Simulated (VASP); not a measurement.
# Zn (Fd-3m) in VASP: a series of runs

Runs on Zn. Level: PBE. Tasks: single point, relaxation of cell and atoms.

Program: VASP 6.6.1. These are calculated values, not measurements. Logs are shortened: lines on timing, memory, paths and dates and some standing lists are left out, and cuts for length are marked.

**1. The cell of the first run**

It takes space group Fd-3m (No. 227, cubic). Conventional cell: a = 3.988 Å, b = 3.988 Å, c = 3.988 Å, α = 90.00°, β = 90.00°, γ = 90.00°. Within 2.3 Å of Zn (site symmetry -43m) lie 4 Zn at 1.73 Å.

**2. Single point, PBE**

Input file INCAR:

```
SYSTEM = Zn
PREC = Accurate
ENCUT = 520
EDIFF = 1E-7
ISMEAR = -1
SIGMA = 0.05
LREAL = .FALSE.
LASPH = .TRUE.
NELM = 80
ALGO = Normal
ISIF = 2
LWAVE = .FALSE.
LCHARG = .FALSE.
GGA = PE
NBANDS = 19
```

Input file KPOINTS:

```
Automatic mesh
0
G
  16 16 16
  0 0 0
```

Input file POSCAR:

```
Zn
1.0
    0.0000000000      1.9938781741      1.9938781741
    1.9938781741      0.0000000000      1.9938781741
    1.9938781741      1.9938781741      0.0000000000
Zn
2
Direct
   -0.1250000000     -0.1250000000     -0.1250000000
    0.1250000000      0.1250000000      0.1250000000
```

Potentials or basis: VASP PAW PBE potentials, release 64 (Zn).

Command:

```
$ cat potpaw_PBE.64/Zn/POTCAR > POTCAR
$ mpirun -np 1 vasp_std > vasp.out
```

OUTCAR:

```text
SYSTEM = Zn
   PREC = Accurate
   ENCUT = 520
   EDIFF = 1E-7
   ISMEAR = -1
   LREAL = .FALSE.
   LASPH = .TRUE.
   NELM = 80
   ISIF = 2
   GGA = PE

 ion  position               nearest neighbor table
   1  0.875  0.875  0.875-   2 1.73   2 1.73   2 1.73   2 1.73
   2  0.125  0.125  0.125-   1 1.73   1 1.73   1 1.73   1 1.73

  LATTYP: Found a face centered cubic cell.
 ALAT       =     3.9877563482

  Lattice vectors:

 A1 = (   0.0000000000,   1.9938781741,   1.9938781741)
 A2 = (   1.9938781741,   0.0000000000,   1.9938781741)
 A3 = (   1.9938781741,   1.9938781741,   0.0000000000)

Analysis of symmetry for initial positions (statically):
=====================================================================
 Subroutine PRICEL returns:
 Original cell was already a primitive cell.

 Routine SETGRP: Setting up the symmetry group for a
 face centered cubic supercell.

 Subroutine GETGRP returns: Found 48 space group operations
 (whereof 12 operations were pure point group operations)
 out of a pool of 48 trial point group operations.

The static configuration has the point symmetry D_3d.
 The point group associated with its full space group is O_h .

Analysis of symmetry for dynamics (positions and initial velocities):
=====================================================================
 Subroutine PRICEL returns:
 Original cell was already a primitive cell.

 Routine SETGRP: Setting up the symmetry group for a
 face centered cubic supercell.

 Subroutine GETGRP returns: Found 48 space group operations
 (whereof 12 operations were pure point group operations)
 out of a pool of 48 trial point group operations.

The dynamic configuration has the point symmetry D_3d.
 The point group associated with its full space group is O_h .

 Subroutine INISYM returns: Found 48 space group operations
 (whereof 12 operations are pure point group operations),
 and found     1 'primitive' translations

----------------------------------------------------------------------------------------

                                     Primitive cell

  volume of cell :      15.8535

  direct lattice vectors                    reciprocal lattice vectors
     0.000000000  1.993878174  1.993878174    -0.250767578  0.250767578  0.250767578
     1.993878174  0.000000000  1.993878174     0.250767578 -0.250767578  0.250767578
     1.993878174  1.993878174  0.000000000     0.250767578  0.250767578 -0.250767578

  length of vectors
     2.819769556  2.819769556  2.819769556     0.434342186  0.434342186  0.434342186

  position of ions in fractional coordinates (direct lattice)
     0.875000000  0.875000000  0.875000000
     0.125000000  0.125000000  0.125000000

  ion indices of the primitive-cell ions
   primitive index   ion index
                 1           1
                 2           2

----------------------------------------------------------------------------------------

 KPOINTS: Automatic mesh

Automatic generation of k-mesh.
 Grid dimensions read from file:
 generate k-points for:   16   16   16

 Generating k-lattice:

  Cartesian coordinates                     Fractional coordinates (reciprocal lattice)
    -0.015672974  0.015672974  0.015672974     0.062500000  0.000000000  0.000000000
     0.015672974 -0.015672974  0.015672974     0.000000000  0.062500000  0.000000000
     0.015672974  0.015672974 -0.015672974     0.000000000  0.000000000  0.062500000

  Length of vectors
     0.027146387  0.027146387  0.027146387

  Shift w.r.t. Gamma in fractional coordinates (k-lattice)
     0.000000000  0.000000000  0.000000000

 Subroutine IBZKPT returns following result:
 ===========================================

 Found    145 irreducible k-points:

 Following reciprocal coordinates:
            Coordinates               Weight
  0.000000  0.000000  0.000000      1.000000
  0.062500  0.000000  0.000000      8.000000
  0.125000  0.000000  0.000000      8.000000
  0.187500  0.000000  0.000000      8.000000
  0.250000  0.000000  0.000000      8.000000
  0.312500  0.000000  0.000000      8.000000
[... 16 lines left out ...]
 -0.125000  0.062500  0.000000     24.000000
 -0.062500  0.062500  0.000000     12.000000
 [... further k-points ...]
   k-points           NKPTS =    145   k-points in BZ     NKDIM =    145   number of bands    NBANDS=     19
   number of dos      NEDOS =    301   number of ions     NIONS =      2
   total plane-waves  NPLWV =  13824
   dimension x,y,z NGX =    24 NGY =   24 NGZ =   24
   dimension x,y,z NGXF=    48 NGYF=   48 NGZF=   48
   ions per type =               2
   NGX,Y,Z   is equivalent  to a cutoff of  14.15, 14.15, 14.15 a.u.
   NGXF,Y,Z  is equivalent  to a cutoff of  28.30, 28.30, 28.30 a.u.
 SYSTEM =  Zn
   PREC   = accura    normal or accurate (medium, high low for compatibility)
   ISTART =      0    job   : 0-new  1-cont  2-samecut
   ICHARG =      2    charge: 1-file 2-atom 10-const
   ISPIN  =      1    spin polarized calculation?
[... 82 lines left out ...]
     19      29.7400      0.00000

 k-point     3 :       0.1250    0.0000    0.0000
  band No.  band energies     occupation
      1      -6.4042      2.00000
      2      -4.1584      2.00000
      3      -4.1584      2.00000
      4      -3.5669      2.00000
      5      -3.3294      2.00000
      6      -3.3294      2.00000
[... 11 lines left out ...]
     18      28.3607      0.00000
     19      28.4426      0.00000

 k-point     4 :       0.1875    0.0000    0.0000
  band No.  band energies     occupation
      1      -5.8602      2.00000
      2      -4.2206      2.00000
      3      -4.2206      2.00000
      4      -3.4941      2.00000
      5      -3.1802      2.00000
      6      -3.1802      2.00000
[... 11 lines left out ...]
     18      28.1703      0.00000
     19      28.1703      0.00000

 k-point     5 :       0.2500    0.0000    0.0000
  band No.  band energies     occupation
      1      -5.1982      2.00000
      2      -4.2246      2.00000
      3      -4.2246      2.00000
      4      -3.3408      2.00000
      5      -3.1170      2.00000
      6      -3.1170      2.00000
[... 11 lines left out ...]
     18      29.0642      0.00000
     19      29.9579      0.00000

 k-point     6 :       0.3125    0.0000    0.0000
  band No.  band energies     occupation
      1      -4.5732      2.00000
      2      -4.1672      2.00000
      3      -4.1672      2.00000
      4      -3.1627      2.00000
      5      -3.1627      2.00000
      6      -3.1004      2.00000
[... 11 lines left out ...]
     18      29.2331      0.00000
     19      31.9342      0.00000

 k-point     7 :       0.3750    0.0000    0.0000
  band No.  band energies     occupation
      1      -4.1266      2.00000
      2      -4.0526      2.00000
      3      -4.0526      2.00000
      4      -3.2992      2.00000
      5      -3.2991      2.00000
      6      -2.9618      2.00000
[... 11 lines left out ...]
     18      29.3381      0.00000
     19      34.0377      0.00000

 k-point     8 :       0.4375    0.0000    0.0000
  band No.  band energies     occupation
      1      -3.8904      2.00000
      2      -3.8904      2.00000
      3      -3.8397      2.00000
      4      -3.4887      2.00000
      5      -3.4887      2.00000
      6      -3.0381      2.00000
[... 256 lines left out ...]
 k-point    20 :      -0.3125    0.0625    0.0000
  band No.  band energies     occupation
      1      -4.4010      2.00000
      2      -4.2974      2.00000
      3      -3.9553      2.00000
      4      -3.3310      2.00000
      5      -3.0055      2.00000
      6      -2.9882      2.00000
[... 11 lines left out ...]
     18      29.8378      0.00000
     19      31.3190      0.00000

 k-point    21 :      -0.2500    0.0625    0.0000
  band No.  band energies     occupation
      1      -4.9123      2.00000
      2      -4.3717      2.00000
      3      -4.0378      2.00000
      4      -3.3203      2.00000
      5      -3.2023      2.00000
      6      -2.9253      2.00000
[... 11 lines left out ...]
     18      29.2635      0.00000
     19      29.6108      0.00000

 k-point    22 :      -0.1875    0.0625    0.0000
  band No.  band energies     occupation
      1      -5.5561      2.00000
      2      -4.3815      2.00000
      3      -4.0664      2.00000
      4      -3.4772      2.00000
      5      -3.2467      2.00000
      6      -2.9777      2.00000
[... 11 lines left out ...]
     18      27.4258      0.00000
     19      28.9222      0.00000

 k-point    23 :      -0.1250    0.0625    0.0000
  band No.  band energies     occupation
      1      -6.1420      2.00000
      2      -4.3255      2.00000
      3      -4.0511      2.00000
      4      -3.5604      2.00000
      5      -3.3474      2.00000
      6      -3.1272      2.00000
[... 11 lines left out ...]
     18      27.1738      0.00000
     19      28.5151      0.00000

 k-point    24 :      -0.0625    0.0625    0.0000
  band No.  band energies     occupation
      1      -6.5563      2.00000
      2      -4.2100      2.00000
      3      -4.0223      2.00000
      4      -3.5896      2.00000
      5      -3.4727      2.00000
      6      -3.3221      2.00000
[... 11 lines left out ...]
     18      28.2252      0.00000
     19      28.2682      0.00000

 [... further k-points ...]
[... 5 lines left out ...]
  --------------------------------------------------------------------------------------
  -------------------------------------------------------------------------------------
  Total       49.8416817     49.8416817     49.8416817      0.0000000      0.0000000     -0.0000000
  in kB     5037.0633842   5037.0633842   5037.0633842      0.0000000      0.0000000     -0.0000000
  external PRESSURE =    5037.0633842 kB  Pullay stress =       0.0000000 kB

 VOLUME and BASIS-vectors are now :
 -----------------------------------------------------------------------------
  energy-cutoff  :      520.00
  volume of cell :       15.85
      direct lattice vectors                 reciprocal lattice vectors
     0.000000000  1.993878174  1.993878174    -0.250767578  0.250767578  0.250767578
     1.993878174  0.000000000  1.993878174     0.250767578 -0.250767578  0.250767578
     1.993878174  1.993878174  0.000000000     0.250767578  0.250767578 -0.250767578

 POSITION                                       TOTAL-FORCE (eV/Angst)
 -----------------------------------------------------------------------------------
      3.48929      3.48929      3.48929         0.000000      0.000000      0.000000
      0.49847      0.49847      0.49847        -0.000000     -0.000000     -0.000000
 -----------------------------------------------------------------------------------
    total drift:                                0.000000      0.000000      0.000000

  FREE ENERGIE OF THE ION-ELECTRON SYSTEM (eV)
  ---------------------------------------------------
  free  energy   TOTEN  =        16.5776018327 eV

  energy  without entropy=       16.5817439838  energy(sigma->0) =       16.57967291
```

Wall time 27 s (1 thread of Intel Xeon Platinum 8488C (Sapphire Rapids), shared host); peak memory 0.16 GiB.

Results:

| Item | Value |
| --- | --- |
| Free energy | 16.5776 eV |
| Pressure | 503.7 GPa |
| Band gap on the k mesh | zero (band 12 reaches 23.56 eV, above the bottom of band 13 at 6.55 eV) |

**3. Single point, PBE**

This run uses another cell than the first one, of 7.96 Å³/atom, 1.004 times its volume.

Input file INCAR:

```
SYSTEM = Zn
ALGO     = Normal         ! electronic algorithm
EDIFF    = 1E-7           ! SCF threshold, eV
ENCUT    = 520            ! plane-wave cutoff, eV
GGA      = PE             ! functional
ISIF     = 2              ! what is computed and relaxed
ISMEAR   = -1             ! smearing method
LASPH    = .True.         ! aspherical terms in the spheres
LCHARG   = .False.        ! write CHGCAR
LREAL    = .False.        ! projectors in reciprocal space
LWAVE    = .False.        ! write WAVECAR
NBANDS   = 19             ! bands
NELM     = 80             ! most SCF steps
PREC     = Accurate       ! precision mode
SIGMA    = 0.05           ! smearing width, eV
```

Input file KPOINTS:

```
k-points
0
Gamma
  16 16 16
  0 0 0
```

Input file POSCAR:

```
Zn
1.0
    0.0000000000      1.9966615427      1.9966615427
    1.9966615427      0.0000000000      1.9966615427
    1.9966615427      1.9966615427      0.0000000000
Zn
2
Direct
   -0.1250000000     -0.1250000000     -0.1250000000
    0.1250000000      0.1250000000      0.1250000000
```

Potentials or basis: VASP PAW PBE potentials, release 64 (Zn).

Command:

```
$ cat potpaw_PBE.64/Zn/POTCAR > POTCAR
$ mpirun -np 1 vasp_std > vasp.out
```

Wall time 25 s (1 thread of Intel Xeon Platinum 8488C (Sapphire Rapids), shared host); peak memory 0.16 GiB.

Results (log left out):

| Item | Value |
| --- | --- |
| Free energy | 16.3700 eV |
| Pressure | 496.9 GPa |
| Band gap on the k mesh | zero (band 12 reaches 23.45 eV, above the bottom of band 13 at 6.49 eV) |

Levels at points of the mesh, in eV from the Fermi level:
```tsv
k point	band 8	band 9	band 10	band 11	band 12	band 13	band 14	band 15	band 16	band 17
(0.00, 0.00, 0.00)	-10.83	-10.83	-8.83	-8.83	13.49	13.49	13.49	13.53	13.53	13.53
(0.50, 0.00, 0.00)	-10.10	-9.18	-9.18	-9.18	-5.50	8.47	8.47	11.89	13.17	13.17
(0.50, 0.50, 0.00)	-11.27	-8.94	-8.94	-4.58	-4.58	0.85	0.85	8.95	8.95	30.93
```

**4. Relaxation of cell and atoms, PBE, target pressure 490 GPa, at which the enthalpy is minimised**

This run uses another cell than the first one, of 6.80 Å³/atom, 0.858 times its volume.

Input file INCAR:

```
PREC = Accurate
ENCUT = 600
EDIFF = 1E-6
ISMEAR = -1
SIGMA = 0.05
LREAL = False
LASPH = True
NELM = 80
ALGO = Normal
ISIF = 3
LWAVE = False
LCHARG = False
GGA = PE
IBRION = 2
NSW = 60
EDIFFG = -0.005
PSTRESS = 4900.0
```

Input file KPOINTS:

```
regular mesh
0
Gamma
  16 16 16
```

Input file POSCAR:

```
Zn
1.0
    0.0000000000      1.8943953507      1.8943953507
    1.8943953507      0.0000000000      1.8943953507
    1.8943953507      1.8943953507      0.0000000000
Zn
2
Direct
   -0.1250000000     -0.1250000000     -0.1250000000
    0.1250000000      0.1250000000      0.1250000000
```

Command:

```
$ cat potpaw_PBE.64/Zn/POTCAR > POTCAR
$ mpirun -np 1 vasp_std > vasp.out
```

Wall time 4 min (1 thread of Intel Xeon 8259CL, shared host); peak memory 0.17 GiB.

It converged, with:

| Property | Result |
| --- | --- |
| Free energy | 16.1596 eV |
| Relaxed volume | 7.99 Å³/atom |
| Relaxed cell | a = 2.828 Å, b = 2.828 Å, c = 2.828 Å, α = 60.00°, β = 60.00°, γ = 60.00° |
| Space group after relaxing (to 0.05 Å) | Fd-3m (No. 227) |
| Energy change on relaxing (the enthalpy is what falls) | -4758.0 meV/atom |
| Ionic steps | 8 |
| Pressure after relaxing | 490.0 GPa |
| Band gap on the k mesh | zero (band 12 reaches 23.34 eV, above the bottom of band 13 at 6.43 eV) |

The path:
```tsv
step	energy change (eV)	largest force (eV/Å)	pressure (GPa)	volume (Å³)
1	0.0000	0.0000	820.15	13.60
2	-25.4023	0.0000	-27.29	63.99
3	-12.7147	0.0000	388.51	17.16
4	-9.8803	0.0000	477.98	16.11
5	-9.5078	0.0000	490.21	15.99
6	-9.6613	0.0000	485.22	16.04
7	-8.2383	0.0000	531.73	15.59
8	-9.5159	0.0000	489.96	15.99
```

Final structure:
```
Zn
1.0
     0.00000    1.99953    1.99953
     1.99953    0.00000    1.99953
     1.99953    1.99953    0.00000
Zn
2
Direct
  0.87500 0.87500 0.87500
  0.12500 0.12500 0.12500
```

Levels at points of the mesh, in eV from the Fermi level:
| k point | band 10 | band 11 | band 12 | band 13 | band 14 | band 15 |
| --- | --- | --- | --- | --- | --- | --- |
| (0.00, 0.00, 0.00) | -8.81 | -8.81 | 13.45 | 13.45 | 13.45 | 13.49 |
| (0.50, 0.00, 0.00) | -9.15 | -9.14 | -5.50 | 8.43 | 8.43 | 11.89 |
| (0.50, 0.50, 0.00) | -8.92 | -4.57 | -4.57 | 0.86 | 0.86 | 8.93 |

Caveat: the cell is relaxed towards a set pressure, so the enthalpy falls and the energy may rise; the volume moved by over 15 % at a fixed basis, so the end points are rough.

**5. Relaxation of cell and atoms, PBE, target pressure 490 GPa, at which the enthalpy is minimised**

Input file INCAR:

```
  PREC = Accurate
  ENCUT = 600
  EDIFF = 1E-6
  ISMEAR = -1
  SIGMA = 0.05
  LREAL = False
  LASPH = True
  NELM = 80
  ALGO = Normal
  ISIF = 3
  LWAVE = False
  LCHARG = False
  GGA = PE
  IBRION = 2
  NSW = 32
  EDIFFG = -0.005
  PSTRESS = 4900.0
```

KPOINTS is that of step 4.

Input file POSCAR:

```
Zn
1.0
    0.0000000000      1.9938781741      1.9938781741
    1.9938781741      0.0000000000      1.9938781741
    1.9938781741      1.9938781741      0.0000000000
Zn
2
Direct
   -0.1250000000     -0.1250000000     -0.1250000000
    0.1250000000      0.1250000000      0.1250000000
```

Command:

```
$ cat potpaw_PBE.64/Zn/POTCAR > POTCAR
$ mpirun -np 1 vasp_std > vasp.out
```

It took 2.3 min on 1 thread of Intel Xeon 8259CL, shared host; peak memory 0.17 GiB.

Results (log left out):

```yaml
Free_energy: 16.1674 eV
Relaxed_volume: 7.99 Å³/atom
Relaxed_cell: a = 2.828 Å, b = 2.828 Å, c = 2.828 Å, α = 60.00°, β = 60.00°, γ = 60.00°
Space_group_after_relaxing_to_0.05_Å: Fd-3m (No. 227)
Energy_change_on_relaxing_the_enthalpy_is_what_falls: -203.8 meV/atom
Ionic_steps: 4
Pressure_after_relaxing: 490.0 GPa
Band_gap_on_the_k_mesh: zero (band 12 reaches 23.35 eV, above the bottom of band 13 at 6.43 eV)
```

Step by step:
| step | energy change (eV) | largest force (eV/Å) | pressure (GPa) | volume (Å³) |
| --- | --- | --- | --- | --- |
| 1 | 0.0000 | 0.0000 | 503.22 | 15.85 |
| 2 | -4.1861 | 0.0000 | 370.64 | 17.40 |
| 3 | -0.4290 | 0.0000 | 489.30 | 15.99 |
| 4 | -0.4076 | 0.0000 | 490.02 | 15.99 |

Final structure:
```
Zn
1.0
     0.00000    1.99938    1.99938
     1.99938    0.00000    1.99938
     1.99938    1.99938    0.00000
Zn
2
Direct
  0.87500 0.87500 0.87500
  0.12500 0.12500 0.12500
```

Levels at points of the mesh, in eV from the Fermi level:
```tsv
k point	band 8	band 9	band 10	band 11	band 12	band 13	band 14	band 15	band 16
(0.00, 0.00, 0.00)	-10.80	-10.80	-8.81	-8.81	13.45	13.45	13.45	13.49	13.49
(0.50, 0.00, 0.00)	-10.07	-9.16	-9.16	-9.14	-5.50	8.44	8.44	11.89	13.14
(0.50, 0.50, 0.00)	-11.24	-8.92	-8.92	-4.57	-4.57	0.86	0.86	8.93	8.93
```

Caveat: the cell is relaxed towards a set pressure, so the enthalpy falls and the energy may rise.

**6. Overview**

| task | cell | cutoff (eV) | gap on the mesh (eV) | pressure (GPa) |
| --- | --- | --- | --- | --- |
| single point | a = 2.820 Å, angles 60.0°, 2 atoms | 520 | none | 503.7 |
| single point | a = 2.824 Å, angles 60.0°, 2 atoms | 520 | none | 496.9 |
| relaxation of cell and atoms | relaxed to 490 GPa from a = 2.679 Å, angles 60.0°, 2 atoms | 600 | none | 490.0 |
| relaxation of cell and atoms | relaxed to 490 GPa from a = 2.820 Å, angles 60.0°, 2 atoms | 600 | none | 490.0 |

Alike in all rows: level PBE; potentials or basis VASP PAW PBE potentials, release 64 (Zn); no spin polarisation; k mesh 16 × 16 × 16; smearing fermi-dirac 0.05 eV.

Caveats: the cell is relaxed towards a set pressure, so the enthalpy falls and the energy may rise (some runs); the volume moved by over 15 % at a fixed basis, so the end points are rough (some runs).

Absolute energies hang on the potentials; compare differences alone.
